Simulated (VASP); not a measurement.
# Sr7O8 (a cell with a defect): single point with PBE

The system is Sr7O8 (a cell with a defect).

```
Sr O
1.0
     0.00000    5.16630    5.16630
     5.16630    0.00000    5.16630
     5.16630    5.16630    0.00000
Sr O
7 8
Cartesian
  2.3608 2.6979 2.4648
  5.1693 5.2173 2.6229
  7.5268 5.0591 5.2700
  2.8116 5.0592 5.2698
  5.1694 7.7062 5.1115
  5.1688 6.4617 9.0336
  7.9778 7.8642 7.6312
  0.0033 -0.2730 0.2696
  2.5287 2.4579 -0.1366
  2.6440 0.1332 2.7051
  5.1695 2.8639 2.2987
  0.0030 2.4688 2.6940
  2.5287 5.2994 2.7049
  2.6439 2.4577 5.0296
  5.1693 5.2886 5.0403
```

* Program: VASP 6.6.1
* Task: single point
* Functional: PBE
* Potentials or basis: VASP PAW PBE potentials, release 64 (Sr_sv, O)
* Cutoff: 520 eV
* k mesh: 3 × 3 × 3
* Occupations: fermi-dirac, width 0.05 eV
* Spin: no spin polarisation
* Dipole correction: no
* Further INCAR settings: LREAL = Auto; ALGO = Normal; EDIFF = 1e-07; NBANDS = 72

- Pressure: 2.9 GPa
- Largest force: 0.097 eV/Å
- Band gap on the k mesh: zero (bands 59 and 60 overlap by 0.17 eV)

Forces on the atoms (eV/Å):
```
Sr   0.036  0.005 -0.005
Sr   0.000  0.010  0.010
Sr   0.037 -0.004  0.004
Sr  -0.037 -0.004  0.005
Sr   0.000 -0.010 -0.009
Sr   0.000  0.000 -0.001
Sr  -0.036  0.005 -0.005
O    0.000 -0.068  0.069
O   -0.016 -0.011 -0.009
O    0.017  0.009  0.009
O    0.000  0.066 -0.065
O    0.000  0.047 -0.046
O   -0.016  0.009  0.010
O    0.016 -0.009 -0.009
O    0.001 -0.045  0.044
```

Stress tensor (GPa, compression positive):
```
 0.85  0.00  0.00
 0.00  3.96 -2.47
 0.00 -2.47  3.96
```

Levels at points of the mesh, in eV from the Fermi level:
| k point | band 56 | band 57 | band 58 | band 59 | band 60 | band 61 | band 62 | band 63 |
| --- | --- | --- | --- | --- | --- | --- | --- | --- |
| (0.00, 0.00, 0.00) | -0.13 | -0.05 | -0.04 | 0.06 | 0.19 | 3.86 | 4.58 | 4.63 |

Wall time 11 min on 1 thread of Intel(R) Xeon(R) Platinum 8488C (Sapphire Rapids), with other jobs on the host, peak memory 0.47 GiB.
